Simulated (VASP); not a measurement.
# KBr (Fm-3m) in VASP: notebook

KBr is run at these levels: BLYP, revPBE, RPBE; tasks: single point.

Everything below comes from runs of VASP 6.6.1. Logs are shortened: lines on timing, memory, paths and dates and some standing lists are left out, and cuts for length are marked.

### 1 The cell of the first run

The structure is cubic, space group Fm-3m (No. 225). The conventional cell has a = 6.815 Å, b = 6.815 Å, c = 6.815 Å, α = 90.00°, β = 90.00°, γ = 90.00°. Br (site symmetry m-3m) has 6 K at 3.41 Å within 4.5 Å. Within 4.5 Å of K (site symmetry m-3m) lie 6 Br at 3.41 Å.

### 2 Single point, BLYP

Contents of INCAR:

```
SYSTEM = KBr
PREC     = Accurate       ! precision mode
ENCUT    = 520            ! plane-wave cutoff, eV
EDIFF    = 1E-6           ! SCF threshold, eV
ISMEAR   = -1             ! smearing method
SIGMA    = 0.05           ! smearing width, eV
LREAL    = .False.        ! projectors in reciprocal space
LASPH    = .True.         ! aspherical terms in the spheres
NELM     = 60             ! most SCF steps
ALGO     = Normal         ! electronic algorithm
ISIF     = 2              ! what is computed and relaxed
LWAVE    = .False.        ! write WAVECAR
LCHARG   = .True.         ! write CHGCAR
GGA      = B5             ! functional
ALDAX    = 1.0          
AGGAX    = 1.0          
AGGAC    = 1.0          
ALDAC    = 0.0          
LELF     = .True.         ! ELF
LVHAR    = .True.       
NBANDS   = 15             ! bands
```

Contents of KPOINTS:

```
regular mesh
0
Gamma
  7 7 7
  0 0 0
```

Contents of POSCAR:

```
KBr
1.0
    0.0000000000      3.4073006009      3.4073006009
    3.4073006009      0.0000000000      3.4073006009
    3.4073006009      3.4073006009      0.0000000000
Br K
1 1
Direct
    0.5000000000      0.5000000000      0.5000000000
    0.0000000000      0.0000000000      0.0000000000
```

Potentials or basis: VASP PAW PBE potentials, release 64 (Br, K_sv).

Launch:

```sh
> cat potpaw_PBE.64/Br/POTCAR potpaw_PBE.64/K_sv/POTCAR > POTCAR
> mpirun -np 1 vasp_std > vasp.out
```

OUTCAR:

```text
SYSTEM = KBr
   PREC = Accurate
   ENCUT = 520
   EDIFF = 1E-6
   ISMEAR = -1
   LREAL = .False.
   LASPH = .True.
   NELM = 60
   ISIF = 2
   GGA = B5

 ion  position               nearest neighbor table
   1  0.500  0.500  0.500-
   2  0.000  0.000  0.000-

  LATTYP: Found a face centered cubic cell.
 ALAT       =     6.8146012018

  Lattice vectors:

 A1 = (   0.0000000000,   3.4073006009,   3.4073006009)
 A2 = (   3.4073006009,   0.0000000000,   3.4073006009)
 A3 = (   3.4073006009,   3.4073006009,   0.0000000000)

Analysis of symmetry for initial positions (statically):
=====================================================================
 Subroutine PRICEL returns:
 Original cell was already a primitive cell.

 Routine SETGRP: Setting up the symmetry group for a
 face centered cubic supercell.

 Subroutine GETGRP returns: Found 48 space group operations
 (whereof 48 operations were pure point group operations)
 out of a pool of 48 trial point group operations.

The static configuration has the point symmetry O_h .

Analysis of symmetry for dynamics (positions and initial velocities):
=====================================================================
 Subroutine PRICEL returns:
 Original cell was already a primitive cell.

 Routine SETGRP: Setting up the symmetry group for a
 face centered cubic supercell.

 Subroutine GETGRP returns: Found 48 space group operations
 (whereof 48 operations were pure point group operations)
 out of a pool of 48 trial point group operations.

The dynamic configuration has the point symmetry O_h .

 Subroutine INISYM returns: Found 48 space group operations
 (whereof 48 operations are pure point group operations),
 and found     1 'primitive' translations

----------------------------------------------------------------------------------------

                                     Primitive cell

  volume of cell :      79.1155

  direct lattice vectors                    reciprocal lattice vectors
     0.000000000  3.407300601  3.407300601    -0.146743730  0.146743730  0.146743730
     3.407300601  0.000000000  3.407300601     0.146743730 -0.146743730  0.146743730
     3.407300601  3.407300601  0.000000000     0.146743730  0.146743730 -0.146743730

  length of vectors
     4.818650721  4.818650721  4.818650721     0.254167596  0.254167596  0.254167596

  position of ions in fractional coordinates (direct lattice)
     0.500000000  0.500000000  0.500000000
     0.000000000  0.000000000  0.000000000

  ion indices of the primitive-cell ions
   primitive index   ion index
                 1           1
                 2           2

----------------------------------------------------------------------------------------

 KPOINTS: regular mesh

Automatic generation of k-mesh.
 Grid dimensions read from file:
 generate k-points for:    7    7    7

 Generating k-lattice:

  Cartesian coordinates                     Fractional coordinates (reciprocal lattice)
    -0.020963390  0.020963390  0.020963390     0.142857143  0.000000000  0.000000000
     0.020963390 -0.020963390  0.020963390     0.000000000  0.142857143  0.000000000
     0.020963390  0.020963390 -0.020963390     0.000000000  0.000000000  0.142857143

  Length of vectors
     0.036309657  0.036309657  0.036309657

  Shift w.r.t. Gamma in fractional coordinates (k-lattice)
     0.000000000  0.000000000  0.000000000

 Subroutine IBZKPT returns following result:
 ===========================================

 Found     20 irreducible k-points:

 Following reciprocal coordinates:
            Coordinates               Weight
  0.000000  0.000000  0.000000      1.000000
  0.142857  0.000000  0.000000      8.000000
  0.285714  0.000000  0.000000      8.000000
  0.428571  0.000000  0.000000      8.000000
  0.142857  0.142857  0.000000      6.000000
  0.285714  0.142857  0.000000     24.000000
[... 12 lines left out ...]
 -0.428571  0.428571  0.142857     24.000000
 -0.285714  0.428571  0.142857     24.000000
   k-points           NKPTS =     20   k-points in BZ     NKDIM =     20   number of bands    NBANDS=     15
   number of dos      NEDOS =    301   number of ions     NIONS =      2
   total plane-waves  NPLWV =  46656
   dimension x,y,z NGX =    36 NGY =   36 NGZ =   36
   dimension x,y,z NGXF=    72 NGYF=   72 NGZF=   72
   ions per type =               1   1
   NGX,Y,Z   is equivalent  to a cutoff of  12.42, 12.42, 12.42 a.u.
   NGXF,Y,Z  is equivalent  to a cutoff of  24.84, 24.84, 24.84 a.u.
 SYSTEM =  KBr
   PREC   = accura    normal or accurate (medium, high low for compatibility)
   ISTART =      0    job   : 0-new  1-cont  2-samecut
   ICHARG =      2    charge: 1-file 2-atom 10-const
   ISPIN  =      1    spin polarized calculation?
   LNONCOLLINEAR =      F non collinear calculations
   LSORBIT =      F    spin-orbit coupling
   LASPH  =      T    aspherical Exc in radial PAW
   ENCUT  =  520.0 eV  38.22 Ry    6.18 a.u.   8.96  8.96  8.96*2*pi/ulx,y,z
   NELM   =     60;   NELMIN=  2; NELMDL= -5     # of ELM steps
   EDIFF  = 0.1E-05   stopping-criterion for ELM
   LREAL  =      F    real-space projection
   EDIFFG = 0.1E-04   stopping-criterion for IOM
   NSW    =      0    number of steps for IOM
   IBRION =     -1    ionic relax: 0-MD 1-quasi-New 2-CG
   NFREE  =      0    steps in history (QN), initial steepest desc. (CG)
   ISIF   =      2    stress and relaxation
   ISYM   =      2    0-nonsym 1-usesym 2-fastsym
   POTIM  = 0.5000    time-step for ionic-motion
   TEBEG  =    0.0;   TEEND  =   0.0 temperature during run
   PSTRESS=    0.0 pullay stress
   NELECT =      16.0000    total number of electrons
   NUPDOWN=      -1.0000    fix difference up-down
   EMIN   =  10.00;   EMAX   =-10.00  energy-range for DOS
   EFERMI =   0.00;   METHOD = LEGACY
   ISMEAR =    -1;   SIGMA  =   0.05  broadening in eV -4-tet -1-fermi 0-gaus
   EFERMI_NEDOS =   21; number of points for ismear=-14 and -15
   IALGO  =     38    algorithm
   IMIX   =      4    mixing-type and parameters
     AMIX     =   0.40;   BMIX     =  1.00
     AMIX_MAG =   1.60;   BMIX_MAG =  1.00
  volume/ion in A,a.u.               =      39.56       266.95
  Fermi-wavevector in a.u.,A,eV,Ry     =   0.960936  1.815905 12.563587  0.923398
  Thomas-Fermi vector in A             =   2.090264
   LORBIT       =      0    0 simple, 1 ext, 2 COOP (PROOUT), +10 PAW based schemes
   GGA     = B5    functional components
   LHFCALC =     F    Hartree Fock is set to
   AEXX    =    0.0000 exact exchange contribution
   IVDW    =     0    specifies the selected vdW correction
   LEPSILON=     F    determine dielectric tensor
   LRPA    =     F    only Hartree local field effects (RPA)
 non-spin polarized calculation
  energy-cutoff  :      520.00
  volume of cell :       79.12
 maximum number of plane-waves:      2145
   NGX = 17   NGY = 17   NGZ = 17

 number of electron      16.0000003 magnetization

 Free energy of the ion-electron system (eV)
  ---------------------------------------------------
  ext. energy  EPLUGINS =         0.00000000
  ---------------------------------------------------
  free energy    TOTEN  =        -5.83405935 eV

  energy without entropy =       -5.83405935  energy(sigma->0) =       -5.83405935

 E-fermi :  -0.6164     XC(G=0):  -6.7135

 val. band max:       -1.8051277974   @ k =   0.0000   0.0000   0.0000
 cond. band min:       2.3824883198   @ k =   0.0000   0.0000   0.0000
 fundamental gap:      4.1876161172
 Fermi energy:        -0.6163503571

 k-point     1 :       0.0000    0.0000    0.0000
  band No.  band energies     occupation
      1     -29.8088      2.00000
      2     -14.0022      2.00000
      3     -13.3549      2.00000
      4     -13.3549      2.00000
      5     -13.3549      2.00000
      6      -1.8051      2.00000
      7      -1.8051      2.00000
      8      -1.8051      2.00000
      9       2.3825      0.00000
     10       5.6849      0.00000
     11       5.6849      0.00000
     12       5.6849      0.00000
     13       6.4293      0.00000
     14       6.4293      0.00000
     15       9.7608      0.00000

 k-point     2 :       0.1429    0.0000    0.0000
  band No.  band energies     occupation
      1     -29.8081      2.00000
      2     -14.0445      2.00000
      3     -13.3557      2.00000
      4     -13.3557      2.00000
      5     -13.3031      2.00000
      6      -2.0431      2.00000
      7      -1.8582      2.00000
      8      -1.8582      2.00000
      9       2.8379      0.00000
     10       5.5863      0.00000
     11       5.9014      0.00000
     12       5.9014      0.00000
     13       6.6555      0.00000
     14       6.6555      0.00000
     15      10.3233      0.00000

 k-point     3 :       0.2857    0.0000    0.0000
  band No.  band energies     occupation
      1     -29.8067      2.00000
      2     -14.1228      2.00000
      3     -13.3576      2.00000
      4     -13.3576      2.00000
      5     -13.2033      2.00000
      6      -2.4794      2.00000
      7      -1.9723      2.00000
      8      -1.9723      2.00000
      9       3.8124      0.00000
     10       5.6019      0.00000
     11       6.4949      0.00000
     12       6.4949      0.00000
     13       7.2644      0.00000
     14       7.2644      0.00000
     15       9.4319      0.00000
[... 271 lines left out ...]
 k-point    19 :      -0.4286    0.4286    0.1429
  band No.  band energies     occupation
      1     -29.8046      2.00000
      2     -14.0121      2.00000
      3     -13.3946      2.00000
      4     -13.3843      2.00000
      5     -13.2909      2.00000
      6      -2.4763      2.00000
      7      -2.1512      2.00000
      8      -2.1495      2.00000
      9       4.6749      0.00000
     10       5.3409      0.00000
     11       6.5046      0.00000
     12       7.2835      0.00000
     13       7.6190      0.00000
     14       8.3286      0.00000
     15       8.7498      0.00000

 k-point    20 :      -0.2857    0.4286    0.1429
  band No.  band energies     occupation
      1     -29.8045      2.00000
      2     -14.0381      2.00000
      3     -13.3992      2.00000
      4     -13.3833      2.00000
      5     -13.2544      2.00000
      6      -2.3799      2.00000
      7      -2.3458      2.00000
      8      -2.1576      2.00000
      9       5.1724      0.00000
     10       5.8266      0.00000
     11       6.0288      0.00000
     12       6.7624      0.00000
     13       8.2152      0.00000
     14       8.2316      0.00000
     15       8.8543      0.00000

------------------------ aborting loop because EDIFF is reached ----------------------------------------

  FORCE on cell =-STRESS in cart. coord.  units (eV):
  Direction    XX          YY          ZZ          XY          YZ          ZX
  --------------------------------------------------------------------------------------
  -------------------------------------------------------------------------------------
  Total        0.0207727      0.0207727      0.0207727      0.0000000      0.0000000     -0.0000000
  in kB        0.4206702      0.4206702      0.4206702      0.0000000      0.0000000     -0.0000000
  external PRESSURE =       0.4206702 kB  Pullay stress =       0.0000000 kB

 VOLUME and BASIS-vectors are now :
 -----------------------------------------------------------------------------
  energy-cutoff  :      520.00
  volume of cell :       79.12
      direct lattice vectors                 reciprocal lattice vectors
     0.000000000  3.407300601  3.407300601    -0.146743730  0.146743730  0.146743730
     3.407300601  0.000000000  3.407300601     0.146743730 -0.146743730  0.146743730
     3.407300601  3.407300601  0.000000000     0.146743730  0.146743730 -0.146743730

 POSITION                                       TOTAL-FORCE (eV/Angst)
 -----------------------------------------------------------------------------------
      3.40730      3.40730      3.40730         0.000000      0.000000      0.000000
      0.00000      0.00000      0.00000        -0.000000     -0.000000     -0.000000
 -----------------------------------------------------------------------------------
    total drift:                                0.000000      0.000000      0.000000

  FREE ENERGIE OF THE ION-ELECTRON SYSTEM (eV)
  ---------------------------------------------------
  free  energy   TOTEN  =        -5.8340593524 eV

  energy  without entropy=       -5.8340593524  energy(sigma->0) =       -5.83405935
```

Run time: 39 s. Hardware: 1 thread of Intel Xeon 6975P-C, shared host; peak memory 0.21 GiB.

Results:

```
Free energy            : -5.8341 eV
Pressure               : 0.0 GPa
Band gap on the k mesh : 4.19 eV, direct
```

Caveat: the PAW data sets were made with another functional, which shifts forces and pressure a little. A k mesh can miss the band edges.

(Continued in part 2 of 2.)
